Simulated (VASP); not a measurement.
# Zn (P6_3/mmc) in VASP: further runs, part 3 of 3

VASP 6.6.1. Earlier steps stand in the parts before.

### Step 4. Single point, PBEsol (strain +0.030 along x and y, +0.000 along z)

INCAR

```
PREC = Accurate ; ENCUT = 520
EDIFF = 1E-6 ; ISMEAR = 0
SIGMA = 0.15 ; LREAL = False
LASPH = True ; NELM = 80
ALGO = Fast ; ISIF = 2
LWAVE = False ; LCHARG = False
GGA = PS ; NBANDS = 19
```

KPOINTS

```
regular mesh
0
Gamma
  24 24 10
```

POSCAR

```
Zn
1.0
    2.7447419948      0.0000000000      0.0000000000
   -1.3723709974      2.3770162943      0.0000000000
    0.0000000000      0.0000000000      4.9467000000
Zn
2
Direct
    0.3333333333      0.6666666667      0.2500000000
    0.6666666667      0.3333333333      0.7500000000
```

Potentials or basis: VASP PAW PBE potentials, release 64 (Zn).

The run is started by

```console
> cat potpaw_PBE.64/Zn/POTCAR > POTCAR
> mpirun -np 1 vasp_std > vasp.out
```

OUTCAR:

```text
PREC = Accurate
   ENCUT = 520
   EDIFF = 1E-6
   ISMEAR = 0
   LREAL = False
   LASPH = True
   NELM = 80
   ISIF = 2
   GGA = PS

 ion  position               nearest neighbor table
   1  0.333  0.667  0.250-   2 2.94   2 2.94   2 2.94   2 2.94   2 2.94   2 2.94
   2  0.667  0.333  0.750-   1 2.94   1 2.94   1 2.94   1 2.94   1 2.94   1 2.94

  LATTYP: Found a hexagonal cell.
 ALAT       =     2.7447419948
 C/A-ratio  =     1.8022458976

  Lattice vectors:

 A1 = (   2.7447419948,   0.0000000000,   0.0000000000)
 A2 = (  -1.3723709974,   2.3770162943,   0.0000000000)
 A3 = (   0.0000000000,   0.0000000000,   4.9467000000)

Analysis of symmetry for initial positions (statically):
=====================================================================
 Subroutine PRICEL returns:
 Original cell was already a primitive cell.

 Routine SETGRP: Setting up the symmetry group for a
 hexagonal supercell.

 Subroutine GETGRP returns: Found 24 space group operations
 (whereof 12 operations were pure point group operations)
 out of a pool of 24 trial point group operations.

The static configuration has the point symmetry D_3d.
 The point group associated with its full space group is D_6h.

Analysis of symmetry for dynamics (positions and initial velocities):
=====================================================================
 Subroutine PRICEL returns:
 Original cell was already a primitive cell.

 Routine SETGRP: Setting up the symmetry group for a
 hexagonal supercell.

 Subroutine GETGRP returns: Found 24 space group operations
 (whereof 12 operations were pure point group operations)
 out of a pool of 24 trial point group operations.

The dynamic configuration has the point symmetry D_3d.
 The point group associated with its full space group is D_6h.

 Subroutine INISYM returns: Found 24 space group operations
 (whereof 12 operations are pure point group operations),
 and found     1 'primitive' translations

----------------------------------------------------------------------------------------

                                     Primitive cell

  volume of cell :      32.2737

  direct lattice vectors                    reciprocal lattice vectors
     2.744741995  0.000000000  0.000000000     0.364332969  0.210347738  0.000000000
    -1.372370997  2.377016294  0.000000000     0.000000000  0.420695475  0.000000000
     0.000000000  0.000000000  4.946700000     0.000000000  0.000000000  0.202154972

  length of vectors
     2.744741995  2.744741995  4.946700000     0.420695475  0.420695475  0.202154972

  position of ions in fractional coordinates (direct lattice)
     0.333333333  0.666666667  0.250000000
     0.666666667  0.333333333  0.750000000

  ion indices of the primitive-cell ions
   primitive index   ion index
                 1           1
                 2           2

----------------------------------------------------------------------------------------

 KPOINTS: regular mesh

Automatic generation of k-mesh.
 Grid dimensions read from file:
 generate k-points for:   24   24   10

 Generating k-lattice:

  Cartesian coordinates                     Fractional coordinates (reciprocal lattice)
     0.015180540  0.008764489  0.000000000     0.041666667 -0.000000000  0.000000000
     0.000000000  0.017528978  0.000000000     0.000000000  0.041666667  0.000000000
     0.000000000  0.000000000  0.020215497     0.000000000  0.000000000  0.100000000

  Length of vectors
     0.017528978  0.017528978  0.020215497

  Shift w.r.t. Gamma in fractional coordinates (k-lattice)
     0.000000000  0.000000000  0.000000000

 Subroutine IBZKPT returns following result:
 ===========================================

 Found    366 irreducible k-points:

 Following reciprocal coordinates:
            Coordinates               Weight
  0.000000  0.000000  0.000000      1.000000
  0.041667 -0.000000  0.000000      6.000000
  0.083333  0.000000  0.000000      6.000000
  0.125000 -0.000000  0.000000      6.000000
  0.166667  0.000000  0.000000      6.000000
  0.208333  0.000000  0.000000      6.000000
[... 16 lines left out ...]
  0.416667  0.041667  0.000000     12.000000
  0.458333  0.041667  0.000000     12.000000
 [... further k-points ...]
   k-points           NKPTS =    366   k-points in BZ     NKDIM =    366   number of bands    NBANDS=     19
   number of dos      NEDOS =    301   number of ions     NIONS =      2
   total plane-waves  NPLWV =  16000
   dimension x,y,z NGX =    20 NGY =   20 NGZ =   40
   dimension x,y,z NGXF=    40 NGYF=   40 NGZF=   80
   ions per type =               2
   NGX,Y,Z   is equivalent  to a cutoff of  12.11, 12.11, 13.44 a.u.
   NGXF,Y,Z  is equivalent  to a cutoff of  24.23, 24.23, 26.89 a.u.
 SYSTEM =  unknown system
   PREC   = accura    normal or accurate (medium, high low for compatibility)
   ISTART =      0    job   : 0-new  1-cont  2-samecut
   ICHARG =      2    charge: 1-file 2-atom 10-const
   ISPIN  =      1    spin polarized calculation?
   LNONCOLLINEAR =      F non collinear calculations
   LSORBIT =      F    spin-orbit coupling
   LASPH  =      T    aspherical Exc in radial PAW
   ENCUT  =  520.0 eV  38.22 Ry    6.18 a.u.   5.10  5.10  9.20*2*pi/ulx,y,z
   NELM   =     80;   NELMIN=  2; NELMDL= -5     # of ELM steps
   EDIFF  = 0.1E-05   stopping-criterion for ELM
   LREAL  =      F    real-space projection
   EDIFFG = 0.1E-04   stopping-criterion for IOM
   NSW    =      0    number of steps for IOM
   IBRION =     -1    ionic relax: 0-MD 1-quasi-New 2-CG
   NFREE  =      0    steps in history (QN), initial steepest desc. (CG)
   ISIF   =      2    stress and relaxation
   ISYM   =      2    0-nonsym 1-usesym 2-fastsym
   POTIM  = 0.5000    time-step for ionic-motion
   TEBEG  =    0.0;   TEEND  =   0.0 temperature during run
   PSTRESS=    0.0 pullay stress
   NELECT =      24.0000    total number of electrons
   NUPDOWN=      -1.0000    fix difference up-down
   EMIN   =  10.00;   EMAX   =-10.00  energy-range for DOS
   EFERMI =   0.00;   METHOD = LEGACY
   ISMEAR =     0;   SIGMA  =   0.15  broadening in eV -4-tet -1-fermi 0-gaus
   EFERMI_NEDOS =   21; number of points for ismear=-14 and -15
   IALGO  =     68    algorithm
   IMIX   =      4    mixing-type and parameters
     AMIX     =   0.40;   BMIX     =  1.00
     AMIX_MAG =   1.60;   BMIX_MAG =  1.00
  volume/ion in A,a.u.               =      16.14       108.90
  Fermi-wavevector in a.u.,A,eV,Ry     =   1.483186  2.802814 29.930633  2.199839
  Thomas-Fermi vector in A             =   2.596879
   LORBIT       =      0    0 simple, 1 ext, 2 COOP (PROOUT), +10 PAW based schemes
   GGA     = PS    functional components
   LHFCALC =     F    Hartree Fock is set to
   AEXX    =    0.0000 exact exchange contribution
   IVDW    =     0    specifies the selected vdW correction
   LEPSILON=     F    determine dielectric tensor
   LRPA    =     F    only Hartree local field effects (RPA)
 non-spin polarized calculation
 RMM-DIIS sequential band-by-band and
 Gauss-broadening in eV      SIGMA  =   0.15
  energy-cutoff  :      520.00
  volume of cell :       32.27
 maximum number of plane-waves:       894
   NGX = 11   NGY = 11   NGZ = 19

 number of electron      23.9999996 magnetization

 Free energy of the ion-electron system (eV)
  ---------------------------------------------------
  ext. energy  EPLUGINS =         0.00000000
  ---------------------------------------------------
  free energy    TOTEN  =        -3.04843185 eV

  energy without entropy =       -3.04175786  energy(sigma->0) =       -3.04509485

 E-fermi :   2.5808     XC(G=0): -11.3984

 val. band max:        2.5786120947   @ k =   0.3333   0.3333   0.0000
 cond. band min:       2.5976335409   @ k =   0.3333   0.2500   0.1000
 fundamental gap:      0.0190214462
 Fermi energy:         2.5808328067

 k-point     1 :       0.0000    0.0000    0.0000
  band No.  band energies     occupation
      1      -7.4127      2.00000
      2      -5.7330      2.00000
      3      -5.1248      2.00000
      4      -4.9517      2.00000
      5      -4.9517      2.00000
      6      -4.9006      2.00000
[... 11 lines left out ...]
     18      20.2971      0.00000
     19      20.2999      0.00000

 k-point     2 :       0.0417   -0.0000    0.0000
  band No.  band energies     occupation
      1      -7.3643      2.00000
      2      -5.7140      2.00000
      3      -5.1210      2.00000
      4      -4.9552      2.00000
      5      -4.9411      2.00000
      6      -4.9053      2.00000
[... 476 lines left out ...]
 k-point    24 :       0.4583    0.0417    0.0000
  band No.  band energies     occupation
      1      -5.5742      2.00000
      2      -5.4827      2.00000
      3      -5.3814      2.00000
      4      -4.9314      2.00000
      5      -4.8628      2.00000
      6      -4.8168      2.00000
[... 11 lines left out ...]
     18      16.4963      0.00000
     19      16.7034      0.00000

 [... further k-points ...]
[... 5 lines left out ...]
  --------------------------------------------------------------------------------------
  -------------------------------------------------------------------------------------
  Total       -1.8730785     -1.8730785     -1.2675446      0.0000000     -0.0000000     -0.0000000
  in kB      -92.9859418    -92.9859418    -62.9251953      0.0000000     -0.0000000     -0.0000000
  external PRESSURE =     -82.9656930 kB  Pullay stress =       0.0000000 kB

 VOLUME and BASIS-vectors are now :
 -----------------------------------------------------------------------------
  energy-cutoff  :      520.00
  volume of cell :       32.27
      direct lattice vectors                 reciprocal lattice vectors
     2.744741995  0.000000000  0.000000000     0.364332969  0.210347738  0.000000000
    -1.372370997  2.377016294  0.000000000     0.000000000  0.420695475  0.000000000
     0.000000000  0.000000000  4.946700000     0.000000000  0.000000000  0.202154972

 POSITION                                       TOTAL-FORCE (eV/Angst)
 -----------------------------------------------------------------------------------
     -0.00000      1.58468      1.23667        -0.000000      0.000000      0.000000
      1.37237      0.79234      3.71002         0.000000     -0.000000      0.000000
 -----------------------------------------------------------------------------------
    total drift:                               -0.000000      0.000000      0.000000

  FREE ENERGIE OF THE ION-ELECTRON SYSTEM (eV)
  ---------------------------------------------------
  free  energy   TOTEN  =        -3.0484318467 eV

  energy  without entropy=       -3.0417578588  energy(sigma->0) =       -3.04509485
```

stdout:

```text
POSCAR found type information on POSCAR Zn
 POSCAR found :  1 types and       2 ions
 scaLAPACK will be used
 -----------------------------------------------------------------------------
|                                                                             |
|                                                                             |
|     You enforced a specific xc type in the INCAR file but a different       |
|     I HOPE YOU KNOW WHAT YOU ARE DOING!                                     |
|                                                                             |
 -----------------------------------------------------------------------------

 LDA part: xc-table for (Slater+PW92), standard interpolation
 POSCAR, INCAR and KPOINTS ok, starting setup
 FFT: planning ... GRIDC
 FFT: planning ... GRID_SOFT
 FFT: planning ... GRID
 WAVECAR not read
 entering main loop
```

Wall time 2.2 min (1 thread of Intel Xeon Platinum 8488C (Sapphire Rapids), shared host); peak memory 0.29 GiB.

What came out:

| Quantity | Value |
| --- | --- |
| Free energy | -3.0484 eV |
| Pressure | -8.3 GPa |
| Band gap on the k mesh | zero (bands 12 and 13 overlap by 4.16 eV) |

Stress tensor (GPa, compression positive):
```
-9.30  0.00  0.00
 0.00 -9.30  0.00
 0.00  0.00 -6.29
```

Levels at points of the mesh, in eV from the Fermi level:
```
           k point  band 8  band 9  band 10  band 11  band 12  band 13  band 14  band 15  band 16  band 17
(0.00, 0.00, 0.00)   -7.23   -7.23    -7.01    -7.01    -3.28    -2.79    13.99    16.00    16.00    17.31
(0.50, 0.00, 0.00)   -7.01   -6.88    -6.85    -2.81    -2.34     2.62     3.41     3.84     5.55     9.29
(0.00, 0.00, 0.50)   -7.42   -7.10    -7.10    -7.10    -7.10     4.90     4.90    17.27    17.27    17.27
(0.50, 0.00, 0.50)   -7.02   -6.86    -6.86    -1.79    -1.79    -0.17    -0.17    10.05    10.05    11.10
```

Caveat: the cell differs from its parent crystal (strain +0.030 along x and y, +0.000 along z); the cell stands under tension; the PAW data sets were made with another functional, which shifts forces and pressure a little.

### Step 5. The runs side by side

```csv
cell,further INCAR settings,gap on the mesh (eV),pressure (GPa)
"a = 2.745, b = 2.745, c = 4.872 Å, angles 90.0, 90.0, 120.0°, 2 atoms",ALGO = Fast; EDIFF = 1e-07; NBANDS = 19,none,-7.8
"a = 2.705, b = 2.705, c = 5.021 Å, angles 90.0, 90.0, 120.0°, 2 atoms",ALGO = Fast; EDIFF = 1e-07; NBANDS = 19,none,-7.6
"a = 2.745, b = 2.745, c = 4.947 Å, angles 90.0, 90.0, 120.0°, 2 atoms",ALGO = Fast; EDIFF = 1e-06; NBANDS = 19,none,-8.3
```

Alike in all rows: task single point; level PBEsol; potentials or basis VASP PAW PBE potentials, release 64 (Zn); no spin polarisation; k mesh 24 × 24 × 10; cutoff (eV) 520; smearing gaussian 0.15 eV.

Caveats: the cell stands under tension; the PAW data sets were made with another functional, which shifts forces and pressure a little.

Total energies depend on the potentials used, so only differences within one code and one set of settings carry meaning.

The gap in the log of VASP goes by the Fermi energy; the results here count the filled bands.